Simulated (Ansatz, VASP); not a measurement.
**C in VASP and in Ansatz**

The input INCAR:

```
ALGO     = Normal         # electronic algorithm
EDIFF    = 1E-7           # SCF threshold, eV
ENCUT    = 520            # plane-wave cutoff, eV
ISIF     = 2              # what is computed and relaxed
ISMEAR   = 1              # smearing method
LASPH    = True           # aspherical terms in the spheres
LCHARG   = False          # write CHGCAR
LREAL    = False          # projectors in reciprocal space
LWAVE    = False          # write WAVECAR
NBANDS   = 16             # bands
NELM     = 60             # most SCF steps
PREC     = Accurate       # precision mode
SIGMA    = 0.01           # smearing width, eV
```

File KPOINTS:

```
k-points
0
Gamma
  15 15 5
```

The input POSCAR:

```
C
1.0
    2.4449954633      0.0000000000      0.0000000000
   -1.2224977317      2.1174281834      0.0000000000
    0.0000000000      0.0000000000      6.6104633561
C
4
Direct
    1.0000000000      1.0000000000      0.2500000000
    0.0000000000      0.0000000000      0.7500000000
    0.3333333333      0.6666666667      0.2500000000
    0.6666666667      0.3333333333      0.7500000000
```

Input for Ansatz:

```yaml
crystal:
  lattice:
    - [2.4449954633, 0.0, 0.0]
    - [-1.2224977317, 2.1174281834, 0.0]
    - [0.0, 0.0, 6.6104633561]
  atoms:
    - { symbol: C, position: [1.0, 1.0, 0.25] }
    - { symbol: C, position: [0.0, 0.0, 0.75] }
    - { symbol: C, position: [0.3333333333, 0.6666666667, 0.25] }
    - { symbol: C, position: [0.6666666667, 0.3333333333, 0.75] }
hamiltonian:
  xc: lda
  pseudopotentials:
    kind: paw
    azcp:
      C: "pseudopotentials/C.paw.azcp"
basis:
  ecutwfc: 420
  fft_grid_basis: typed
kpoints:
  mp_grid: { grid: [15, 15, 5], shift: [0, 0, 0] }
magnetization:
  spin_polarized: false
scf:
  occupations: { method: cold, width: 0.01 }
  lower_state_search: "off"
output:
  stress: true
```

Alike in both runs: task single point; functional LDA; k mesh 15 × 15 × 5; no spin polarisation.

|  | VASP | Ansatz |
| --- | --- | --- |
| version | VASP 6.6.1 | Ansatz 0.2.0 |
| potentials or method | VASP PAW LDA potentials, release 64 (C), cutoff 520 eV | plane waves (420 eV) with PAW, scalar-relativistic |
| occupations | methfessel-paxton of order 1, width 0.01 eV | cold, width 0.01 eV |
| valence electrons in the cell | 16 | 16 |

VASP gave:

```
pressure (GPa)                                                : 0.8
traceless stress, the component that is largest in VASP (GPa) : -0.84
```

**Question.** Estimate Ansatz's values.

**Answer.** Pressure (GPa): 0.0; traceless stress, the component that is largest in VASP (GPa): 0.10.

Ansatz warns that its potentials were made for another functional, while VASP's fit it. LDA's correlation is that of Perdew and Zunger in VASP and of Perdew and Wang (1992) in Ansatz.
